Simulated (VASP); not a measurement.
A run of VASP 6.6.1 is set up as follows.

POSCAR

```
W
1.0
    2.6494337300      0.0000000000      0.0000000000
   -1.3247168650      2.2944769158      0.0000000000
    0.0000000000      0.0000000000      9.4211682896
W
4
Direct
    1.0000000000      0.0000000000      1.0000000000
    0.0000000000      1.0000000000      0.5000000000
    0.3333333333      0.6666666667      0.2500000000
    0.6666666667      0.3333333333      0.7500000000
```

Contents of INCAR.step1:

```
SYSTEM = W
PREC = Accurate
ENCUT = 520
ISMEAR = -1
SIGMA = 0.1
LREAL = .FALSE.
LASPH = .TRUE.
NELM = 80
NBANDS = 36
GGA = PE
ALGO = Normal
EDIFF = 1E-4
LWAVE = .TRUE.
LCHARG = .FALSE.
```

Contents of INCAR.step2:

```
SYSTEM = W
PREC = Accurate
ENCUT = 520
EDIFF = 1E-7
ISMEAR = -1
SIGMA = 0.1
LREAL = .FALSE.
LASPH = .TRUE.
NELM = 80
ALGO = Normal
ISIF = 2
LWAVE = .FALSE.
LCHARG = .FALSE.
METAGGA = R2SCAN
LMIXTAU = .TRUE.
NBANDS = 36
ISTART = 1
```

KPOINTS

```
regular mesh
0
G
  15 15 4
  0 0 0
```

Potentials or basis: VASP PAW PBE potentials, release 64 (W_sv).

The run is started by

```bash
$ cat potpaw_PBE.64/W_sv/POTCAR > POTCAR
$ cp INCAR.step1 INCAR
$ mpirun -np 1 vasp_std > vasp.out
$ cp INCAR.step2 INCAR
$ mpirun -np 1 vasp_std > vasp.out
```

Predict the band gap on the k mesh.

zero (bands 28 and 29 overlap by 2.73 eV).

What does it give for the pressure?

51.1 GPa.

Stress tensor (GPa, compression positive):
```
54.96  0.00  0.00
 0.00 54.96  0.00
 0.00  0.00 43.29
```

Caveat: the stress differs along the axes, from 43 to 55 GPa; the PAW data sets were made with another functional, which shifts forces and pressure a little; spin-orbit coupling is left out, which moves the levels of the heavy elements.
